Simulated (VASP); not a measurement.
# CoPb3 (Pm-3m) in VASP: notebook

The runs below take CoPb3 through single point, with PBEsol.

All numbers are computed with VASP 6.6.1; they aren't measurements. Logs are shortened: lines on timing, memory, paths and dates and some standing lists are left out, and cuts for length are marked.

## (1) The cell of the first run

Symmetry: Pm-3m, No. 221, cubic system. The conventional cell has a = 4.668 Å, b = 4.668 Å, c = 4.668 Å, α = 90.00°, β = 90.00°, γ = 90.00°. Pb (site symmetry 4/mmm) has 8 Pb at 3.30 Å and 4 Co at 3.30 Å within 4.3 Å. Co (site symmetry m-3m) has 12 Pb at 3.30 Å within 4.3 Å.

## (2) Single point, PBEsol, collinear spin, ferromagnetic start

Input file INCAR:

```
SYSTEM = CoPb3
PREC     = Accurate       ! precision mode
ENCUT    = 520            ! plane-wave cutoff, eV
EDIFF    = 1E-7           ! SCF threshold, eV
ISMEAR   = 0              ! smearing method
SIGMA    = 0.1            ! smearing width, eV
LREAL    = .FALSE.        ! projectors in reciprocal space
LASPH    = .TRUE.         ! aspherical terms in the spheres
NELM     = 150            ! most SCF steps
ALGO     = Normal         ! electronic algorithm
ISIF     = 2              ! what is computed and relaxed
LWAVE    = .FALSE.        ! write WAVECAR
LCHARG   = .FALSE.        ! write CHGCAR
ISPIN    = 2              ! spin polarisation
MAGMOM   = 0 0 0 2        ! initial moments
LORBIT   = 11             ! projections on sites
LMAXMIX  = 4              ! l up to which the mixer works
GGA      = PS             ! functional
NBANDS   = 38             ! bands
```

Input file KPOINTS:

```
Automatic mesh
0
G
  10 10 10
  0 0 0
```

Input file POSCAR:

```
CoPb3
1.0
    4.6675424480      0.0000000000      0.0000000000
    0.0000000000      4.6675424480      0.0000000000
    0.0000000000      0.0000000000      4.6675424480
Pb Co
3 1
Direct
    0.0000000000      0.5000000000      0.5000000000
    0.5000000000      0.0000000000      0.5000000000
    0.5000000000      0.5000000000      0.0000000000
    0.0000000000      0.0000000000      0.0000000000
```

Potentials or basis: VASP PAW PBE potentials, release 64 (Pb_d, Co).

Run with:

```console
cat potpaw_PBE.64/Pb_d/POTCAR potpaw_PBE.64/Co/POTCAR > POTCAR
mpirun -np 1 vasp_std > vasp.out
```

OUTCAR:

```text
SYSTEM = CoPb3
   PREC = Accurate
   ENCUT = 520
   EDIFF = 1E-7
   ISMEAR = 0
   LREAL = .FALSE.
   LASPH = .TRUE.
   NELM = 150
   ISIF = 2
   ISPIN = 2
   LORBIT = 11
   GGA = PS

 ion  position               nearest neighbor table
   1  0.000  0.500  0.500-   2 3.30   3 3.30   4 3.30   3 3.30   4 3.30   2 3.30   4 3.30   4 3.30
                             2 3.30   3 3.30   3 3.30   2 3.30
   2  0.500  0.000  0.500-   1 3.30   3 3.30   4 3.30   3 3.30   4 3.30   1 3.30   3 3.30   3 3.30
                             1 3.30   4 3.30   4 3.30   1 3.30
   3  0.500  0.500  0.000-   1 3.30   2 3.30   4 3.30   1 3.30   2 3.30   2 3.30   4 3.30   2 3.30
                             1 3.30   4 3.30   1 3.30   4 3.30
   4  0.000  0.000  0.000-   1 3.30   2 3.30   3 3.30   1 3.30   2 3.30   1 3.30   3 3.30   1 3.30
                             2 3.30   3 3.30   2 3.30   3 3.30

  LATTYP: Found a simple cubic cell.
 ALAT       =     4.6675424480

  Lattice vectors:

 A1 = (   4.6675424480,   0.0000000000,   0.0000000000)
 A2 = (   0.0000000000,   4.6675424480,   0.0000000000)
 A3 = (   0.0000000000,   0.0000000000,   4.6675424480)

Analysis of symmetry for initial positions (statically):
=====================================================================
 Subroutine PRICEL returns:
 Original cell was already a primitive cell.

 Routine SETGRP: Setting up the symmetry group for a
 simple cubic supercell.

 Subroutine GETGRP returns: Found 48 space group operations
 (whereof 48 operations were pure point group operations)
 out of a pool of 48 trial point group operations.

The static configuration has the point symmetry O_h .

Analysis of symmetry for dynamics (positions and initial velocities):
=====================================================================
 Subroutine PRICEL returns:
 Original cell was already a primitive cell.

 Routine SETGRP: Setting up the symmetry group for a
 simple cubic supercell.

 Subroutine GETGRP returns: Found 48 space group operations
 (whereof 48 operations were pure point group operations)
 out of a pool of 48 trial point group operations.

The dynamic configuration has the point symmetry O_h .

Analysis of structural, dynamic, and magnetic symmetry:
=====================================================================
 Subroutine PRICEL returns:
 Original cell was already a primitive cell.

 Routine SETGRP: Setting up the symmetry group for a
 simple cubic supercell.

 Subroutine GETGRP returns: Found 48 space group operations
 (whereof 48 operations were pure point group operations)
 out of a pool of 48 trial point group operations.

[... 133 lines left out ...]
   LEPSILON=     F    determine dielectric tensor
   LRPA    =     F    only Hartree local field effects (RPA)
 spin polarized calculation
 Gauss-broadening in eV      SIGMA  =   0.10
  energy-cutoff  :      520.00
  volume of cell :      101.69
 maximum number of plane-waves:      2800
 NGX is ok and might be reduce to    36
   NGX = 17   NGY = 17   NGZ = 17

 number of electron      50.9999990 magnetization       1.5636883

 Free energy of the ion-electron system (eV)
  ---------------------------------------------------
  ext. energy  EPLUGINS =         0.00000000
  ---------------------------------------------------
  free energy    TOTEN  =       -17.38496260 eV

  energy without entropy =      -17.35729245  energy(sigma->0) =      -17.37112753

 E-fermi :   7.4218     XC(G=0): -10.7539

 val. band max:        7.4176293106   @ k =   0.4000   0.3000   0.0000
 cond. band min:       7.4232033047   @ k =   0.5000   0.3000   0.3000
 fundamental gap:      0.0055739941
 Fermi energy:         7.4218445812

 spin component 1

 k-point     1 :       0.0000    0.0000    0.0000
  band No.  band energies     occupation
      1      -9.7688      1.00000
      2      -9.7688      1.00000
      3      -9.7688      1.00000
      4      -9.7627      1.00000
      5      -9.5267      1.00000
      6      -9.5267      1.00000
[... 949 lines left out ...]
     36      16.0068      0.00000
     37      16.7939      0.00000

 [... further k-points ...]

 spin component 2

 k-point     1 :       0.0000    0.0000    0.0000
  band No.  band energies     occupation
      1      -9.7715      1.00000
      2      -9.7715      1.00000
      3      -9.7715      1.00000
      4      -9.7618      1.00000
      5      -9.5326      1.00000
      6      -9.5326      1.00000
[... 949 lines left out ...]
     36      16.1336      0.00000
     37      16.9377      0.00000

 [... further k-points ...]

 [bands above 37 left out]

------------------------ aborting loop because EDIFF is reached ----------------------------------------

  FORCE on cell =-STRESS in cart. coord.  units (eV):
  Direction    XX          YY          ZZ          XY          YZ          ZX
  --------------------------------------------------------------------------------------
  -------------------------------------------------------------------------------------
  Total       -1.3848995     -1.3848995     -1.3848995      0.0000000     -0.0000000      0.0000000
  in kB      -21.8204649    -21.8204649    -21.8204649      0.0000000     -0.0000000      0.0000000
  external PRESSURE =     -21.8204649 kB  Pullay stress =       0.0000000 kB

 VOLUME and BASIS-vectors are now :
 -----------------------------------------------------------------------------
  energy-cutoff  :      520.00
  volume of cell :      101.69
      direct lattice vectors                 reciprocal lattice vectors
     4.667542448  0.000000000  0.000000000     0.214245507  0.000000000  0.000000000
     0.000000000  4.667542448  0.000000000     0.000000000  0.214245507  0.000000000
     0.000000000  0.000000000  4.667542448     0.000000000  0.000000000  0.214245507

 POSITION                                       TOTAL-FORCE (eV/Angst)
 -----------------------------------------------------------------------------------
      0.00000      2.33377      2.33377         0.000000      0.000000      0.000000
      2.33377      0.00000      2.33377         0.000000      0.000000      0.000000
      2.33377      2.33377      0.00000         0.000000      0.000000      0.000000
      0.00000      0.00000      0.00000         0.000000      0.000000      0.000000
 -----------------------------------------------------------------------------------
    total drift:                                0.000000      0.000000      0.000000

  FREE ENERGIE OF THE ION-ELECTRON SYSTEM (eV)
  ---------------------------------------------------
  free  energy   TOTEN  =       -17.3849626036 eV

  energy  without entropy=      -17.3572924478  energy(sigma->0) =      -17.37112753

 total charge

# of ion       s       p       d       tot
------------------------------------------
    1        1.374   0.790   9.816  11.980
    2        1.374   0.790   9.816  11.980
    3        1.374   0.790   9.816  11.980
    4        0.320   0.143   7.295   7.758
--------------------------------------------------
tot          4.442   2.514  36.743  43.698

 magnetization (x)

# of ion       s       p       d       tot
------------------------------------------
    1        0.006  -0.018  -0.001  -0.013
    2        0.006  -0.018  -0.001  -0.013
    3        0.006  -0.018  -0.001  -0.013
    4        0.016   0.012   1.618   1.646
--------------------------------------------------
tot          0.034  -0.041   1.614   1.608
```

OSZICAR:

```text
N       E                     dE             d eps       ncg     rms          rms(c)
DAV:   1     0.590186602173E+03    0.59019E+03   -0.23272E+04  8528   0.164E+03
DAV:   2     0.400880486932E+02   -0.55010E+03   -0.53127E+03  8524   0.441E+02
DAV:   3    -0.161362971729E+02   -0.56224E+02   -0.54335E+02  9898   0.175E+02
DAV:   4    -0.185480974885E+02   -0.24118E+01   -0.24021E+01 10236   0.391E+01
DAV:   5    -0.186758953297E+02   -0.12780E+00   -0.12778E+00 12854   0.782E+00    0.162E+01
DAV:   6    -0.373232580494E+02   -0.18647E+02   -0.61323E+01 10094   0.641E+01    0.458E+01
DAV:   7    -0.198537587998E+02    0.17469E+02   -0.19594E+01  9274   0.425E+01    0.189E+01
DAV:   8    -0.173517486851E+02    0.25020E+01   -0.36250E+00 10620   0.153E+01    0.236E+00
DAV:   9    -0.173864787416E+02   -0.34730E-01   -0.43311E-01  9960   0.331E+00    0.121E+00
DAV:  10    -0.173885406421E+02   -0.20619E-02   -0.36223E-02 13566   0.872E-01    0.677E-01
DAV:  11    -0.173853710142E+02    0.31696E-02   -0.43700E-03  9580   0.544E-01    0.306E-01
DAV:  12    -0.173848163996E+02    0.55461E-03   -0.22382E-03 10486   0.425E-01    0.154E-01
DAV:  13    -0.173850055167E+02   -0.18912E-03   -0.29382E-04 10588   0.160E-01    0.106E-01
DAV:  14    -0.173849665353E+02    0.38981E-04   -0.56955E-05 11800   0.641E-02    0.368E-02
DAV:  15    -0.173849618890E+02    0.46463E-05   -0.19227E-05 10486   0.279E-02    0.104E-02
DAV:  16    -0.173849625881E+02   -0.69915E-06   -0.28439E-06  9388   0.120E-02    0.286E-03
DAV:  17    -0.173849626036E+02   -0.15425E-07   -0.31911E-07  7910   0.482E-03
   1 F= -.17384963E+02 E0= -.17371128E+02  d E =-.276702E-01  mag=     1.5639
```

Run time: 4.4 min. Hardware: 1 thread of Intel Xeon 6975P-C (Granite Rapids), shared host; peak memory 0.45 GiB.

Results:

```yaml
Free_energy: -17.3850 eV
Pressure: -2.2 GPa
Net_moment: 1.56 μB per cell
Site_moments: Pb -0.01; Co +1.65 μB
Valence_electrons_inside_the_program's_atomic_spheres: Pb 11.98; Co 7.76
```

Caveat: the PAW data sets were made with another functional, which shifts forces and pressure a little; spin-orbit coupling is left out, which moves the levels of the heavy elements.

## (3) Single point, PBEsol, collinear spin, ferromagnetic start

This run uses another cell than the first one, of 22.49 Å³/atom.

Input file INCAR:

```
SYSTEM = CoPb3
ALGO = Normal ; EDIFF = 1E-7
ENCUT = 520 ; GGA = PS
ISIF = 2 ; ISMEAR = 0
ISPIN = 2 ; LASPH = .True.
LCHARG = .True. ; LELF = .True.
LMAXMIX = 4 ; LORBIT = 11
LREAL = .False. ; LVHAR = .True.
LWAVE = .False. ; MAGMOM = 0 0 0 2
NBANDS = 38 ; NELM = 150
PREC = Accurate ; SIGMA = 0.1
```

Input file KPOINTS:

```
k-points
0
Gamma
  10 10 10
  0 0 0
```

Input file POSCAR:

```
CoPb3
1.0
    4.4806371176      0.0000000000      0.0000000000
    0.0000000000      4.4806371176      0.0000000000
    0.0000000000      0.0000000000      4.4806371176
Pb Co
3 1
Direct
    0.0000000000      0.5000000000      0.5000000000
    0.5000000000      0.0000000000      0.5000000000
    0.5000000000      0.5000000000      0.0000000000
    0.0000000000      0.0000000000      0.0000000000
```

Potentials or basis: VASP PAW PBE potentials, release 64 (Pb_d, Co).

Run with:

```console
cat potpaw_PBE.64/Pb_d/POTCAR potpaw_PBE.64/Co/POTCAR > POTCAR
mpirun -np 1 vasp_std > vasp.out
```

Wall time 2.9 min (1 thread of Intel Xeon 6975P-C (Granite Rapids), shared host); peak memory 0.42 GiB.

Results (log left out):

```yaml
Free_energy: -17.2772 eV
Pressure: 5.8 GPa
Net_moment: 1.37 μB per cell
Site_moments: Pb -0.01; Co +1.42 μB
Valence_electrons_inside_the_program's_atomic_spheres: Pb 12.06; Co 7.86
```

Levels at points of the mesh, in eV from the Fermi level:
Spin up:
```
           k point  band 22  band 23  band 24  band 25  band 26  band 27  band 28  band 29  band 30  band 31
(0.00, 0.00, 0.00)    -1.66    -1.66    -1.66    -1.12    -1.12     0.34     3.32     3.32     3.32     4.51
(0.50, 0.00, 0.00)    -1.67    -1.48    -0.65    -0.37    -0.37     0.09     0.09     1.28     1.99     5.82
(0.50, 0.50, 0.00)    -1.52    -1.31    -1.27    -0.54     0.84     0.90     0.90     1.93     1.93     3.72
(0.50, 0.50, 0.50)    -4.14    -1.36    -1.36    -1.36    -1.24    -1.24    -0.85     7.68     7.68     8.55
```
Spin down:
```tsv
k point	band 21	band 22	band 23	band 24	band 25	band 26	band 27	band 28	band 29	band 30
(0.00, 0.00, 0.00)	-3.35	-0.18	-0.18	-0.17	-0.17	-0.17	0.55	3.28	3.28	3.28
(0.50, 0.00, 0.00)	-1.44	-0.97	-0.18	-0.06	0.10	0.10	0.64	0.64	1.29	2.37
(0.50, 0.50, 0.00)	-1.08	-0.77	-0.36	-0.35	0.25	0.84	0.90	0.90	2.43	2.43
(0.50, 0.50, 0.50)	-4.16	-4.16	-0.61	-0.26	-0.26	0.18	0.18	0.18	7.68	7.68
```

Caveat: the cell stands under pressure; the PAW data sets were made with another functional, which shifts forces and pressure a little; spin-orbit coupling is left out, which moves the levels of the heavy elements.

## (4) Single point, PBEsol, collinear spin, ferromagnetic start

This run uses another cell than the first one, of 23.47 Å³/atom.

Input file INCAR:

```
PREC = Accurate
ENCUT = 520
EDIFF = 1E-6
ISMEAR = 0
SIGMA = 0.1
LREAL = False
LASPH = True
NELM = 150
ALGO = Fast
ISIF = 2
LWAVE = False
LCHARG = True
ISPIN = 2
MAGMOM = 0 0 0 2
LORBIT = 11
LMAXMIX = 4
GGA = PS
LELF = True
LVHAR = True
NBANDS = 38
```

Input file KPOINTS:

```
Automatic mesh
0
Gamma
  10 10 10
```

Input file POSCAR:

```
CoPb3
1.0
    4.5446548685      0.0000000000      0.0000000000
    0.0000000000      4.5446548685      0.0000000000
    0.0000000000      0.0000000000      4.5446548685
Pb Co
3 1
Direct
    0.0000000000      0.5000000000      0.5000000000
    0.5000000000      0.0000000000      0.5000000000
    0.5000000000      0.5000000000      0.0000000000
    0.0000000000      0.0000000000      0.0000000000
```

Run with:

```console
cat potpaw_PBE.64/Pb_d/POTCAR potpaw_PBE.64/Co/POTCAR > POTCAR
mpirun -np 1 vasp_std > vasp.out
```

Wall time 5.3 min (1 thread of Intel Xeon Platinum 8259CL at 2.50GHz (Skylake/Cascade Lake), shared host); peak memory 0.43 GiB.

Results (log left out):

```
Free energy                                           : -17.3800 eV
Pressure                                              : 2.5 GPa
Net moment                                            : 1.45 μB per cell
Site moments                                          : Pb -0.01; Co +1.51 μB
Valence electrons inside the program's atomic spheres : Pb 12.03; Co 7.82
```

Levels at points of the mesh, in eV from the Fermi level:
Spin up:
```
           k point  band 22  band 23  band 24  band 25  band 26  band 27  band 28  band 29  band 30  band 31
(0.00, 0.00, 0.00)    -1.73    -1.73    -1.73    -1.19    -1.19     0.26     3.22     3.22     3.22     4.42
(0.50, 0.00, 0.00)    -1.74    -1.51    -0.78    -0.43    -0.43     0.10     0.10     1.25     1.89     5.60
(0.50, 0.50, 0.00)    -1.58    -1.35    -1.31    -0.63     0.81     0.81     0.81     1.82     1.82     3.56
(0.50, 0.50, 0.50)    -3.94    -1.46    -1.46    -1.46    -1.29    -1.29    -0.88     7.40     7.40     8.18
```
Spin down:
| k point | band 23 | band 24 | band 25 | band 26 | band 27 | band 28 |
| --- | --- | --- | --- | --- | --- | --- |
| (0.00, 0.00, 0.00) | -0.21 | -0.13 | -0.13 | -0.13 | 0.48 | 3.18 |
| (0.50, 0.00, 0.00) | -0.14 | -0.11 | 0.11 | 0.11 | 0.63 | 0.63 |
| (0.50, 0.50, 0.00) | -0.35 | -0.34 | 0.22 | 0.81 | 0.81 | 0.81 |
| (0.50, 0.50, 0.50) | -0.62 | -0.26 | -0.26 | 0.18 | 0.18 | 0.18 |

Caveat: the PAW data sets were made with another functional, which shifts forces and pressure a little; spin-orbit coupling is left out, which moves the levels of the heavy elements.

## (5) Single point, PBEsol, collinear spin, ferromagnetic start

This run uses another cell than the first one, of 21.02 Å³/atom.

Input file INCAR:

```
SYSTEM = CoPb3
PREC = Accurate ; ENCUT = 520
EDIFF = 1E-6 ; ISMEAR = 0
SIGMA = 0.1 ; LREAL = .FALSE.
LASPH = .TRUE. ; NELM = 150
ALGO = Fast ; ISIF = 2
LWAVE = .FALSE. ; LCHARG = .FALSE.
ISPIN = 2 ; MAGMOM = 0 0 0 2
LORBIT = 11 ; LMAXMIX = 4
GGA = PS ; NBANDS = 38
```

Input file KPOINTS:

```
Automatic mesh
0
G
  10 10 10
  0 0 0
```

Input file POSCAR:

```
CoPb3
1.0
    4.3810342346      0.0000000000      0.0000000000
    0.0000000000      4.3810342346      0.0000000000
    0.0000000000      0.0000000000      4.3810342346
Pb Co
3 1
Direct
    0.0000000000      0.5000000000      0.5000000000
    0.5000000000      0.0000000000      0.5000000000
    0.5000000000      0.5000000000      0.0000000000
    0.0000000000      0.0000000000      0.0000000000
```

Run with:

```console
cat potpaw_PBE.64/Pb_d/POTCAR potpaw_PBE.64/Co/POTCAR > POTCAR
mpirun -np 1 vasp_std > vasp.out
```

It took 9.7 min on 1 thread of Intel Xeon 8259CL, shared host; peak memory 0.42 GiB.

Results (log left out):

| Item | Value |
| --- | --- |
| Free energy | -16.9477 eV |
| Pressure | 12.3 GPa |
| Net moment | 1.20 μB per cell |
| Site moments | Pb -0.00; Co +1.24 μB |
| Valence electrons inside the program's atomic spheres | Pb 12.12; Co 7.93 |

Levels at points of the mesh, in eV from the Fermi level:
Spin up:
| k point | band 22 | band 23 | band 24 | band 25 | band 26 | band 27 | band 28 | band 29 | band 30 | band 31 |
| --- | --- | --- | --- | --- | --- | --- | --- | --- | --- | --- |
| (0.00, 0.00, 0.00) | -1.52 | -1.52 | -1.52 | -0.97 | -0.97 | 0.49 | 3.47 | 3.47 | 3.47 | 4.64 |
| (0.50, 0.00, 0.00) | -1.53 | -1.43 | -0.43 | -0.26 | -0.26 | 0.06 | 0.06 | 1.32 | 2.18 | 6.15 |
| (0.50, 0.50, 0.00) | -1.41 | -1.23 | -1.19 | -0.37 | 0.89 | 1.05 | 1.05 | 2.13 | 2.13 | 4.00 |
| (0.50, 0.50, 0.50) | -4.49 | -1.16 | -1.16 | -1.16 | -1.15 | -1.15 | -0.78 | 8.14 | 8.14 | 9.14 |
Spin down:
```
           k point  band 23  band 24  band 25  band 26  band 27  band 28
(0.00, 0.00, 0.00)    -0.25    -0.25    -0.14    -0.14     0.67     3.43
(0.50, 0.00, 0.00)    -0.26     0.03     0.07     0.07     0.64     0.64
(0.50, 0.50, 0.00)    -0.39    -0.38     0.30     0.90     1.06     1.06
(0.50, 0.50, 0.50)    -0.57    -0.28    -0.28     0.16     0.16     0.16
```

Caveat: the cell stands under pressure; the PAW data sets were made with another functional, which shifts forces and pressure a little; spin-orbit coupling is left out, which moves the levels of the heavy elements.

## (6) Overview

```tsv
cell	gap on the mesh (eV)	pressure (GPa)	moment (μB)
a = 4.668 Å, 4 atoms	none	-2.2	1.56
a = 4.481 Å, 4 atoms	none	5.8	1.37
a = 4.545 Å, 4 atoms	none	2.5	1.45
a = 4.381 Å, 4 atoms	none	12.3	1.20
```

Alike in all rows: task single point; level PBEsol; potentials or basis VASP PAW PBE potentials, release 64 (Pb_d, Co); spin collinear, ferromagnetic start; k mesh 10 × 10 × 10; cutoff (eV) 520; smearing gaussian 0.1 eV.

Caveats: the PAW data sets were made with another functional, which shifts forces and pressure a little; spin-orbit coupling is left out, which moves the levels of the heavy elements; the cell stands under pressure (at least some runs).

Total energies depend on the potentials used, so only differences within one code and one set of settings carry meaning.
